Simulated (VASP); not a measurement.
# Al8N6O (a cell with a defect) in VASP: a series of runs

Al8N6O (a cell with a defect) is run at these levels: PBE; tasks: relaxation of the atoms.

Everything below comes from runs of VASP 6.6.1. Logs are shortened: lines on timing, memory, paths and dates and some standing lists are left out, and cuts for length are marked.

## Step 1: The cell of the first run

The cell holds a defect, 15 atoms: a = 6.288 Å, b = 5.446 Å, c = 5.046 Å, α = 90.00°, β = 90.00°, γ = 90.00°.

## Step 2: Relaxation of the atoms, PBE

INCAR reads:

```
PREC     = Accurate       # precision mode
ENCUT    = 520            # plane-wave cutoff, eV
EDIFF    = 1E-6           # SCF threshold, eV
ISMEAR   = 0              # smearing method
SIGMA    = 0.05           # smearing width, eV
LREAL    = Auto         
LASPH    = T              # aspherical terms in the spheres
NELM     = 100            # most SCF steps
ALGO     = Normal         # electronic algorithm
ISIF     = 2              # what is computed and relaxed
LWAVE    = F              # write WAVECAR
LCHARG   = F              # write CHGCAR
GGA      = PE             # functional
IBRION   = 2              # ionic algorithm
NSW      = 80             # ionic steps
EDIFFG   = -0.03          # ionic threshold
NELECT   = 58.0
```

KPOINTS reads:

```
Automatic mesh
0
Gamma
  2 3 3
```

POSCAR reads:

```
Al8N6O
1.0
   -3.1440000000     -5.4455680000      0.0000000000
    4.7160000000     -2.7227840000      0.0000000000
    0.0000000000      0.0000000000      5.0460000000
Al N O
8 6 1
Direct
    0.4998011000      0.6670032000     -0.0084429000
    0.4961051000      0.3317131000      0.5006527000
    0.2534398000      0.1610805000      0.0037981000
    0.2500670000      0.8355246000      0.4969394000
    0.0063770000      0.6622245000     -0.0030577000
   -0.0023856000      0.3334694000      0.5005439000
    0.7491506000      0.1642831000      0.0151661000
    0.7513788000      0.8239121000      0.4951965000
    0.4983601000      0.6570066000      0.3727138000
    0.5044687000      0.3408154000      0.8835947000
    0.2531093000      0.1704146000      0.3745421000
    0.2511947000      0.8348673000      0.8748532000
    0.0053444000      0.3383708000      0.8835530000
    0.7615276000      0.1727342000      0.3797992000
   -0.0029027000      0.6637708000      0.3781747000
```

Potentials or basis: VASP PAW PBE potentials, release 64 (Al, N, O).

Launch:

```console
$ cat potpaw_PBE.64/Al/POTCAR potpaw_PBE.64/N/POTCAR potpaw_PBE.64/O/POTCAR > POTCAR
$ mpirun -np 1 vasp_std > vasp.out
```

OUTCAR:

```text
PREC = Accurate
   ENCUT = 520
   EDIFF = 1E-6
   ISMEAR = 0
   LREAL = Auto
   LASPH = T
   NELM = 100
   ISIF = 2
   GGA = PE
   IBRION = 2
   NSW = 80
   EDIFFG = -0.03
   NELECT = 58.0

 ion  position               nearest neighbor table
   1  0.500  0.667  0.992-  10 1.86  12 1.90   9 1.92   2 3.08   8 3.08   4 3.09   5 3.10   3 3.11
                             8 3.11   7 3.13   4 3.13   2 3.15   7 3.16   3 3.16   5 3.19
   2  0.496  0.332  0.501-  11 1.87   9 1.89  10 1.93  14 1.98   7 3.06   1 3.08   3 3.08   3 3.10
                             4 3.11   8 3.12   6 3.13   4 3.15   1 3.15   6 3.15   7 3.18   8 3.20
   3  0.253  0.161  0.004-  11 1.87  12 1.89  13 1.93  10 1.95   4 3.06   2 3.08   2 3.10   1 3.11
                             4 3.11   7 3.12   6 3.12   5 3.13   5 3.14   6 3.15   1 3.16   7 3.17
   4  0.250  0.836  0.497-  12 1.91  11 1.93  15 1.94   9 1.94   3 3.06   1 3.09   5 3.10   5 3.10
                             3 3.11   2 3.11   1 3.13   8 3.14   6 3.14   2 3.15   8 3.15   6 3.16
   5  0.006  0.662  0.997-  13 1.85  12 1.91  15 1.92   6 3.08   4 3.10   4 3.10   1 3.10   6 3.11
                             8 3.11   8 3.12   3 3.13   3 3.14   7 3.16   7 3.18   1 3.19
   6  0.998  0.333  0.501-  14 1.83  15 1.90  13 1.93  11 1.94   7 3.05   5 3.08   8 3.09   5 3.11
                             3 3.12   2 3.13   4 3.14   3 3.15   2 3.15   4 3.16   7 3.17   8 3.18
   7  0.749  0.164  0.015-  14 1.84  10 1.93  13 1.98   6 3.05   8 3.05   2 3.06   3 3.12   1 3.13
                             1 3.16   5 3.16   6 3.17   3 3.17   5 3.18   2 3.18   8 3.21
   8  0.751  0.824  0.495-  15 1.87   9 1.93  14 1.99   7 3.05   1 3.08   6 3.09   5 3.11   1 3.11
                             5 3.12   2 3.12   4 3.14   4 3.15   6 3.18   2 3.20   7 3.21
   9  0.498  0.657  0.373-   2 1.89   1 1.92   8 1.93   4 1.94
  10  0.504  0.341  0.884-   1 1.86   7 1.93   2 1.93   3 1.95
  11  0.253  0.170  0.375-   3 1.87   2 1.87   4 1.93   6 1.94
  12  0.251  0.835  0.875-   3 1.89   1 1.90   5 1.91   4 1.91
  13  0.005  0.338  0.884-   5 1.85   3 1.93   6 1.93   7 1.98
  14  0.762  0.173  0.380-   6 1.83   7 1.84   2 1.98   8 1.99
  15  0.997  0.664  0.378-   8 1.87   6 1.90   5 1.92   4 1.94

  LATTYP: Found a simple orthorhombic cell.
 ALAT       =     5.0460000000
 B/A-ratio  =     1.0791850583
 C/A-ratio  =     1.2461355977

  Lattice vectors:

 A1 = (   0.0000000000,   0.0000000000,  -5.0460000000)
 A2 = (   4.7160000000,  -2.7227840000,   0.0000000000)
 A3 = (  -3.1440000000,  -5.4455680000,   0.0000000000)

Analysis of symmetry for initial positions (statically):
=====================================================================
 Subroutine PRICEL returns:
 Original cell was already a primitive cell.

 Routine SETGRP: Setting up the symmetry group for a
 simple orthorhombic supercell.

 Subroutine GETGRP returns: Found  1 space group operations
 (whereof  1 operations were pure point group operations)
 out of a pool of  8 trial point group operations.

The static configuration has the point symmetry C_1 .

Analysis of symmetry for dynamics (positions and initial velocities):
=====================================================================
 Subroutine PRICEL returns:
 Original cell was already a primitive cell.

 Routine SETGRP: Setting up the symmetry group for a
 simple orthorhombic supercell.

 Subroutine GETGRP returns: Found  1 space group operations
 (whereof  1 operations were pure point group operations)
 out of a pool of  8 trial point group operations.

The dynamic configuration has the point symmetry C_1 .

 Subroutine INISYM returns: Found  1 space group operations
 (whereof  1 operations are pure point group operations),
 and found     1 'primitive' translations

----------------------------------------------------------------------------------------

                                     Primitive cell

  volume of cell :     172.7838

  direct lattice vectors                    reciprocal lattice vectors
    -3.144000000 -5.445568000  0.000000000    -0.079516539 -0.137726680  0.000000000
     4.716000000 -2.722784000  0.000000000     0.159033079 -0.091817787  0.000000000
     0.000000000  0.000000000  5.046000000     0.000000000  0.000000000  0.198176774

  length of vectors
     6.288000226  5.445567804  5.046000000     0.159033073  0.183635580  0.198176774

  position of ions in fractional coordinates (direct lattice)
     0.499801100  0.667003200  0.991557100
     0.496105100  0.331713100  0.500652700
     0.253439800  0.161080500  0.003798100
     0.250067000  0.835524600  0.496939400
     0.006377000  0.662224500  0.996942300
     0.997614400  0.333469400  0.500543900
     0.749150600  0.164283100  0.015166100
     0.751378800  0.823912100  0.495196500
     0.498360100  0.657006600  0.372713800
     0.504468700  0.340815400  0.883594700
     0.253109300  0.170414600  0.374542100
     0.251194700  0.834867300  0.874853200
     0.005344400  0.338370800  0.883553000
     0.761527600  0.172734200  0.379799200
     0.997097300  0.663770800  0.378174700

  ion indices of the primitive-cell ions
   primitive index   ion index
                 1           1
                 2           2
                 3           3
                 4           4
                 5           5
                 6           6
                 7           7
                 8           8
                 9           9
                10          10
                11          11
                12          12
                13          13
                14          14
                15          15

----------------------------------------------------------------------------------------

 KPOINTS: Automatic mesh

Automatic generation of k-mesh.
 Grid dimensions read from file:
 generate k-points for:    2    3    3

 Generating k-lattice:

  Cartesian coordinates                     Fractional coordinates (reciprocal lattice)
    -0.039758270 -0.068863340  0.000000000     0.500000000  0.000000000  0.000000000
     0.053011026 -0.030605929  0.000000000     0.000000000  0.333333333  0.000000000
     0.000000000  0.000000000  0.066058925     0.000000000  0.000000000  0.333333333

  Length of vectors
     0.079516537  0.061211860  0.066058925

  Shift w.r.t. Gamma in fractional coordinates (k-lattice)
     0.000000000  0.000000000  0.000000000

 Subroutine IBZKPT returns following result:
 ===========================================

 Found     10 irreducible k-points:

 Following reciprocal coordinates:
            Coordinates               Weight
  0.000000  0.000000  0.000000      1.000000
  0.500000 -0.000000  0.000000      1.000000
  0.000000  0.333333  0.000000      2.000000
  0.500000  0.333333  0.000000      2.000000
  0.000000  0.000000  0.333333      2.000000
  0.500000 -0.000000  0.333333      2.000000
  0.000000  0.333333  0.333333      2.000000
 -0.000000 -0.333333  0.333333      2.000000
  0.500000  0.333333  0.333333      2.000000
  0.500000 -0.333333  0.333333      2.000000
   k-points           NKPTS =     10   k-points in BZ     NKDIM =     10   number of bands    NBANDS=     37
   number of dos      NEDOS =    301   number of ions     NIONS =     15
   total plane-waves  NPLWV =  80640
   dimension x,y,z NGX =    48 NGY =   42 NGZ =   40
   dimension x,y,z NGXF=    96 NGYF=   84 NGZF=   80
   ions per type =               8   6   1
   NGX,Y,Z   is equivalent  to a cutoff of  12.69, 12.82, 13.18 a.u.
   NGXF,Y,Z  is equivalent  to a cutoff of  25.38, 25.64, 26.36 a.u.
 SYSTEM =  unknown system
   PREC   = accura    normal or accurate (medium, high low for compatibility)
   ISTART =      0    job   : 0-new  1-cont  2-samecut
   ICHARG =      2    charge: 1-file 2-atom 10-const
   ISPIN  =      1    spin polarized calculation?
   LNONCOLLINEAR =      F non collinear calculations
   LSORBIT =      F    spin-orbit coupling
   LASPH  =      T    aspherical Exc in radial PAW
   ENCUT  =  520.0 eV  38.22 Ry    6.18 a.u.  11.69 10.13  9.38*2*pi/ulx,y,z
   NELM   =    100;   NELMIN=  2; NELMDL= -5     # of ELM steps
   EDIFF  = 0.1E-05   stopping-criterion for ELM
   LREAL  =      T    real-space projection
   EDIFFG = -.3E-01   stopping-criterion for IOM
   NSW    =     80    number of steps for IOM
   IBRION =      2    ionic relax: 0-MD 1-quasi-New 2-CG
   NFREE  =      1    steps in history (QN), initial steepest desc. (CG)
   ISIF   =      2    stress and relaxation
   ISYM   =      2    0-nonsym 1-usesym 2-fastsym
   POTIM  = 0.5000    time-step for ionic-motion
   TEBEG  =    0.0;   TEEND  =   0.0 temperature during run
   PSTRESS=    0.0 pullay stress
   NELECT =      58.0000    total number of electrons
   NUPDOWN=      -1.0000    fix difference up-down
   EMIN   =  10.00;   EMAX   =-10.00  energy-range for DOS
   EFERMI =   0.00;   METHOD = LEGACY
   ISMEAR =     0;   SIGMA  =   0.05  broadening in eV -4-tet -1-fermi 0-gaus
   EFERMI_NEDOS =   21; number of points for ismear=-14 and -15
   IALGO  =     38    algorithm
   IMIX   =      4    mixing-type and parameters
     AMIX     =   0.40;   BMIX     =  1.00
     AMIX_MAG =   1.60;   BMIX_MAG =  1.00
  volume/ion in A,a.u.               =      11.52        77.73
  Fermi-wavevector in a.u.,A,eV,Ry     =   1.137758  2.150051 17.612645  1.294493
  Thomas-Fermi vector in A             =   2.274463
   LORBIT       =      0    0 simple, 1 ext, 2 COOP (PROOUT), +10 PAW based schemes
   GGA     = PE    functional components
   LHFCALC =     F    Hartree Fock is set to
   AEXX    =    0.0000 exact exchange contribution
   IVDW    =     0    specifies the selected vdW correction
   LEPSILON=     F    determine dielectric tensor
   LRPA    =     F    only Hartree local field effects (RPA)
 conjugate gradient relaxation of ions
 non-spin polarized calculation
 Gauss-broadening in eV      SIGMA  =   0.05
  energy-cutoff  :      520.00
  volume of cell :      172.78
 maximum number of plane-waves:      4672
 NGX is ok and might be reduce to    48
   NGX = 23   NGY = 21   NGZ = 19

--------------------------------------- Ionic step        1  -------------------------------------------

 number of electron      58.0000001 magnetization

 Free energy of the ion-electron system (eV)
  ---------------------------------------------------
  ext. energy  EPLUGINS =         0.00000000
  ---------------------------------------------------
  free energy    TOTEN  =      -119.72487594 eV

  energy without entropy =     -119.72487594  energy(sigma->0) =     -119.72487594

------------------------ aborting loop because EDIFF is reached ----------------------------------------

  FORCE on cell =-STRESS in cart. coord.  units (eV):
  Direction    XX          YY          ZZ          XY          YZ          ZX
  --------------------------------------------------------------------------------------
  -------------------------------------------------------------------------------------
  Total      -25.7161885    -24.9494652    -22.8909776     -0.3652077     -1.4001962      0.7340939
  in kB     -238.4592740   -231.3496558   -212.2618567     -3.3864727    -12.9836412      6.8070547
  external PRESSURE =    -227.3569288 kB  Pullay stress =       0.0000000 kB
[... 128 lines left out ...]
  FREE ENERGIE OF THE ION-ELECTRON SYSTEM (eV)
  ---------------------------------------------------
  free  energy   TOTEN  =      -120.2585534922 eV

  energy  without entropy=     -120.2585534922  energy(sigma->0) =     -120.25855349

[... ionic steps 4 to 11 ...]

--------------------------------------- Ionic step       12  -------------------------------------------

 number of electron      57.9999998 magnetization

------------------------ aborting loop because EDIFF is reached ----------------------------------------

  FORCE on cell =-STRESS in cart. coord.  units (eV):
  Direction    XX          YY          ZZ          XY          YZ          ZX
  --------------------------------------------------------------------------------------
  -------------------------------------------------------------------------------------
  Total      -24.4454405    -22.9167794    -24.5989274     -0.2619940      0.2000797      0.3451741
  in kB     -226.6759712   -212.5011092   -228.0992135     -2.4293994      1.8552846      3.2007063
  external PRESSURE =    -222.4254313 kB  Pullay stress =       0.0000000 kB
[... 83 lines left out ...]
  energy  without entropy=     -120.3146979032  energy(sigma->0) =     -120.31469790

--------------------------------------- Ionic step       14  -------------------------------------------

 number of electron      57.9999998 magnetization

 Free energy of the ion-electron system (eV)
  ---------------------------------------------------
  ext. energy  EPLUGINS =         0.00000000
  ---------------------------------------------------
  free energy    TOTEN  =      -120.31486381 eV

  energy without entropy =     -120.31486381  energy(sigma->0) =     -120.31486381

 E-fermi :   6.3974     XC(G=0): -10.3724

 val. band max:        6.1067671769   @ k =   0.5000  -0.0000   0.0000
 cond. band min:       8.2992125542   @ k =   0.5000  -0.0000   0.0000
 fundamental gap:      2.1924453772
 Fermi energy:         6.3973534204

 k-point     1 :       0.0000    0.0000    0.0000
  band No.  band energies     occupation
      1     -13.1662      2.00000
      2      -8.8835      2.00000
      3      -7.6415      2.00000
      4      -7.5865      2.00000
      5      -7.0602      2.00000
      6      -7.0136      2.00000
[... 431 lines left out ...]
  FREE ENERGIE OF THE ION-ELECTRON SYSTEM (eV)
  ---------------------------------------------------
  free  energy   TOTEN  =      -120.3148638081 eV

  energy  without entropy=     -120.3148638081  energy(sigma->0) =     -120.31486381

 reached required accuracy - stopping structural energy minimisation
```

Wall time 6.4 min (1 thread of Intel Xeon 6975P-C (Granite Rapids), shared host); peak memory 0.29 GiB.

Results:

```
Free energy                  : -120.3149 eV
Energy gained by relaxing    : 39.3 meV/atom
Ionic steps                  : 14
Largest force after relaxing : 0.016 eV/Å
```

Forces on the atoms (eV/Å):
```
Al   0.004  0.007  0.004
Al  -0.001 -0.006  0.000
Al  -0.003  0.001  0.003
Al   0.007  0.000 -0.004
Al   0.006  0.005 -0.001
Al  -0.008  0.000 -0.006
Al  -0.004  0.007 -0.002
Al  -0.006  0.006 -0.003
N    0.006 -0.004 -0.005
N   -0.003 -0.002  0.003
N    0.002 -0.016  0.000
N   -0.002  0.001 -0.003
N    0.003  0.000  0.004
N   -0.004 -0.004  0.013
O    0.004  0.004 -0.002
```

Step by step:
```tsv
step	energy change (eV)	largest force (eV/Å)	pressure (GPa)
1	0.0000	2.0871	-22.74
2	-0.4876	0.9220	-22.15
3	-0.5337	0.5319	-22.59
4	-0.5671	0.2540	-22.42
5	-0.5689	0.2338	-22.37
6	-0.5804	0.1390	-22.26
7	-0.5817	0.1524	-22.22
8	-0.5867	0.0862	-22.22
9	-0.5870	0.0964	-22.21
10	-0.5892	0.0481	-22.24
11	-0.5893	0.0549	-22.24
12	-0.5898	0.0358	-22.24
13	-0.5898	0.0363	-22.24
14	-0.5900	0.0156	-22.25
```

Final structure:
```
Al N O
1.0
    -3.14400   -5.44557    0.00000
     4.71600   -2.72278    0.00000
     0.00000    0.00000    5.04600
Al N O
8 6 1
Direct
  0.49007 0.65492 0.00236
  0.50152 0.32881 0.50018
  0.25175 0.16703 0.00051
  0.26105 0.84079 0.50154
  0.00063 0.66818 0.98787
  0.00411 0.32131 0.50342
  0.75288 0.18092 0.00350
  0.74810 0.83510 0.49111
  0.50470 0.66469 0.38081
  0.50313 0.32869 0.87918
  0.25070 0.16676 0.37952
  0.24904 0.83217 0.87940
  0.00076 0.33822 0.88002
  0.75525 0.16292 0.38088
  0.00137 0.66668 0.37773
```

Caveat: the k points lie up to 0.50 Å⁻¹ apart; the cell carries a net charge on a neutralising background, which shifts energy and pressure; the cell is charged against a uniform background, so pressure and absolute levels hang on convention.

## Step 3: Relaxation of the atoms, PBE

INCAR reads:

```
SYSTEM = Al8N6O
PREC = Accurate ; ENCUT = 520
EDIFF = 1E-6 ; ISMEAR = 0
SIGMA = 0.05 ; LREAL = Auto
LASPH = .True. ; NELM = 60
ALGO = Normal ; ISIF = 2
LWAVE = .False. ; LCHARG = .False.
GGA = PE ; IBRION = 2
NSW = 80 ; EDIFFG = -0.03
NELECT = 58.0
```

KPOINTS reads:

```
regular mesh
0
Gamma
  2 3 3
  0 0 0
```

POSCAR reads:

```
Al8N6O
1.0
   -3.1440000000     -5.4455680000      0.0000000000
    4.7160000000     -2.7227840000      0.0000000000
    0.0000000000      0.0000000000      5.0460000000
Al N O
8 6 1
Direct
    0.4999999700      0.6666666500      0.0000000000
    0.4999999800      0.3333333200      0.5000000000
    0.2499999900      0.1666666600      0.0000000000
    0.2499999800      0.8333333200      0.5000000000
   -0.0000000100      0.6666666600      0.0000000000
   -0.0000000100      0.3333333300      0.5000000000
    0.7499999700      0.1666666500      0.0000000000
    0.7499999600      0.8333333100      0.5000000000
    0.4999999700      0.6666666500      0.3810000000
    0.4999999800      0.3333333200      0.8810000000
    0.2499999900      0.1666666600      0.3810000000
    0.2499999800      0.8333333200      0.8810000000
   -0.0000000100      0.3333333300      0.8810000000
    0.7499999700      0.1666666500      0.3810000000
   -0.2500000100      0.8333333300      0.8810000000
```

Potentials or basis: VASP PAW PBE potentials, release 64 (Al, N, O).

Launch:

```console
$ cat potpaw_PBE.64/Al/POTCAR potpaw_PBE.64/N/POTCAR potpaw_PBE.64/O/POTCAR > POTCAR
$ mpirun -np 1 vasp_std > vasp.out
```

It took 8.3 min on 1 thread of Intel Xeon 6975P-C (Granite Rapids), shared host; peak memory 0.29 GiB.

It converged, with:

| Quantity | Value |
| --- | --- |
| Free energy | -120.3149 eV |
| Energy gained by relaxing | 18.7 meV/atom |
| Ionic steps | 12 |
| Largest force after relaxing | 0.022 eV/Å |

Forces on the atoms (eV/Å):
```
Al   0.011 -0.008  0.001
Al  -0.002  0.009 -0.003
Al   0.003  0.005  0.013
Al  -0.006 -0.012  0.002
Al   0.007 -0.008  0.000
Al   0.003 -0.003 -0.012
Al  -0.001 -0.001 -0.005
Al  -0.004  0.002  0.006
N   -0.010  0.002  0.006
N    0.004  0.020 -0.009
N    0.001  0.001 -0.007
N    0.003  0.005  0.010
N   -0.001  0.013  0.001
N    0.002 -0.012 -0.001
O   -0.010 -0.014 -0.002
```

The path:
```tsv
step	energy change (eV)	largest force (eV/Å)	pressure (GPa)
1	0.0000	1.6127	-23.74
2	-0.2198	0.6016	-22.41
3	-0.2428	0.4134	-22.84
4	-0.2657	0.2187	-22.55
5	-0.2676	0.2253	-22.44
6	-0.2741	0.1377	-22.29
7	-0.2747	0.1477	-22.23
8	-0.2778	0.0924	-22.21
9	-0.2780	0.0788	-22.20
10	-0.2794	0.0316	-22.22
11	-0.2794	0.0445	-22.23
12	-0.2798	0.0222	-22.24
```

Final structure:
```
Al N O
1.0
    -3.14400   -5.44557    0.00000
     4.71600   -2.72278    0.00000
     0.00000    0.00000    5.04600
Al N O
8 6 1
Cartesian
  1.5622 -4.4643 0.0131
  -0.0036 -3.6281 2.5327
  0.0173 -1.8262 0.0070
  3.1604 -3.7237 2.5402
  3.1219 -1.8281 5.0067
  -1.6387 -6.3061 2.5489
  -1.5104 -4.5555 0.0246
  1.5585 -6.3535 2.4672
  1.5672 -4.5541 1.9195
  -0.0073 -3.6335 4.4450
  0.0242 -1.8187 1.9203
  3.1590 -3.6174 4.4493
  -1.5460 -6.3424 4.4530
  -1.6006 -4.5278 1.9250
  1.5682 -6.3522 4.4350
```

Levels at points of the mesh, in eV from the Fermi level:
| k point | band 26 | band 27 | band 28 | band 29 | band 30 | band 31 | band 32 | band 33 |
| --- | --- | --- | --- | --- | --- | --- | --- | --- |
| (0.00, 0.00, 0.00) | -1.67 | -1.59 | -1.37 | -1.22 | 3.04 | 3.39 | 3.63 | 3.91 |
| (0.50, 0.00, 0.00) | -2.06 | -1.54 | -1.35 | -0.29 | 1.90 | 3.32 | 3.70 | 4.55 |

Caveat: the k points lie up to 0.50 Å⁻¹ apart; the cell carries a net charge on a neutralising background, which shifts energy and pressure; the cell is charged against a uniform background, so pressure and absolute levels hang on convention.
